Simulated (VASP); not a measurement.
Input of a VASP 6.6.1 run:

Contents of POSCAR:

```
MgO
1.0
    0.0000000000      2.1351500000      2.1351500000
    2.3753543750      0.0000000000      2.1351500000
    2.3753543750      2.1351500000      0.0000000000
Mg O
1 1
Direct
    0.0000000000      0.0000000000      0.0000000000
    0.5000000000      0.5000000000      0.5000000000
```

File INCAR.step1:

```
SYSTEM = MgO
PREC     = Accurate       ! precision mode
ENCUT    = 750            ! plane-wave cutoff, eV
ISMEAR   = 0              ! smearing method
SIGMA    = 0.05           ! smearing width, eV
LREAL    = .False.        ! projectors in reciprocal space
LASPH    = .True.         ! aspherical terms in the spheres
NELM     = 120            ! most SCF steps
NBANDS   = 15             ! bands
GGA      = PE             ! functional
ALGO     = Normal         ! electronic algorithm
EDIFF    = 1E-5           ! SCF threshold, eV
LWAVE    = .True.         ! write WAVECAR
LCHARG   = .False.        ! write CHGCAR
GGA_COMPAT= .False.
```

The input INCAR.step2:

```
SYSTEM = MgO
PREC     = Accurate       ! precision mode
ENCUT    = 750            ! plane-wave cutoff, eV
EDIFF    = 1E-6           ! SCF threshold, eV
ISMEAR   = 0              ! smearing method
SIGMA    = 0.05           ! smearing width, eV
LREAL    = .False.        ! projectors in reciprocal space
LASPH    = .True.         ! aspherical terms in the spheres
NELM     = 120            ! most SCF steps
ALGO     = Normal         ! electronic algorithm
ISIF     = 2              ! what is computed and relaxed
LWAVE    = .False.        ! write WAVECAR
LCHARG   = .True.         ! write CHGCAR
METAGGA  = R2SCAN         ! meta-GGA
LMIXTAU  = .True.       
LELF     = .True.         ! ELF
LVHAR    = .True.       
NBANDS   = 15             ! bands
ISTART   = 1            
GGA_COMPAT= .False.
```

File KPOINTS:

```
Automatic mesh
0
Gamma
  10 10 10
  0 0 0
```

Potentials or basis: VASP PAW PBE potentials, release 64 (Mg_sv, O).

Command:

```bash
$ cat potpaw_PBE.64/Mg_sv/POTCAR potpaw_PBE.64/O/POTCAR > POTCAR
$ cp INCAR.step1 INCAR
$ mpirun -np 1 vasp_std > vasp.out
$ cp INCAR.step2 INCAR
$ mpirun -np 1 vasp_std > vasp.out
```

**Question.** Estimate the band gap on the k mesh.

**Answer.** 4.15 eV.

**Question.** Predict the pressure.

**Answer.** -16.7 GPa.

Stress tensor (GPa, compression positive):
```
-20.78   0.00   0.00
  0.00 -14.72   0.00
  0.00   0.00 -14.72
```

Caveat: the cell differs from its parent crystal (strain +0.1125 x Voigt [1, 0, 0, 0, 0, 0]); the cell stands under tension; the PAW data sets were made with another functional, which shifts forces and pressure a little.
